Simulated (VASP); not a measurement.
Set up this calculation in VASP 6.6.1, as the native input.

* Task: single point
* Functional: BLYP
* Potentials or basis: VASP PAW PBE potentials, release 64 (Hf_pv, Mo_sv, C)
* Cutoff: 520 eV
* k mesh: 5 × 5 × 4
* Occupations: fermi-dirac, width 0.05 eV
* Spin: no spin polarisation
* Dipole correction: no
* Further INCAR settings: ALGO = Normal; EDIFF = 1e-06; NBANDS = 24

The structure of HfMoC2 lies in POSCAR:

```
HfMoC2
1.0
    3.1914230000      0.0000000000      0.0000000000
    0.0000000000      3.1914230000      0.0000000000
    0.0000000000      0.0000000000      4.4851640000
Hf Mo C
1 1 2
Direct
    0.0000000000      0.0000000000      0.0000000000
    0.5000000000      0.5000000000      0.5000000000
    0.5000000000      0.5000000000      0.0000000000
    0.0000000000      0.0000000000      0.5000000000
```

The input as run:

INCAR

```
SYSTEM = HfMoC2
PREC = Accurate
ENCUT = 520
EDIFF = 1E-6
ISMEAR = -1
SIGMA = 0.05
LREAL = .FALSE.
LASPH = .TRUE.
NELM = 80
ALGO = Normal
ISIF = 2
LWAVE = .FALSE.
LCHARG = .FALSE.
GGA = B5
ALDAX = 1.0
AGGAX = 1.0
AGGAC = 1.0
ALDAC = 0.0
NBANDS = 24
```

KPOINTS

```
regular mesh
0
G
  5 5 4
  0 0 0
```

Potentials or basis: VASP PAW PBE potentials, release 64 (Hf_pv, Mo_sv, C).

The run is started by

```sh
$ cat potpaw_PBE.64/Hf_pv/POTCAR potpaw_PBE.64/Mo_sv/POTCAR potpaw_PBE.64/C/POTCAR > POTCAR
$ mpirun -np 1 vasp_std > vasp.out
```

It gave:

| Quantity | Value |
| --- | --- |
| Pressure | 9.7 GPa |
| Band gap on the k mesh | zero (band 16 reaches 10.73 eV, above the bottom of band 17 at 8.66 eV) |

Caveat: the k points lie up to 0.39 Å⁻¹ apart; the PAW data sets were made with another functional, which shifts forces and pressure a little; spin-orbit coupling is left out, which moves the levels of the heavy elements.

Run time: 63 s on 1 thread of Intel Xeon 8259CL, on a shared host, peak memory 0.17 GiB.
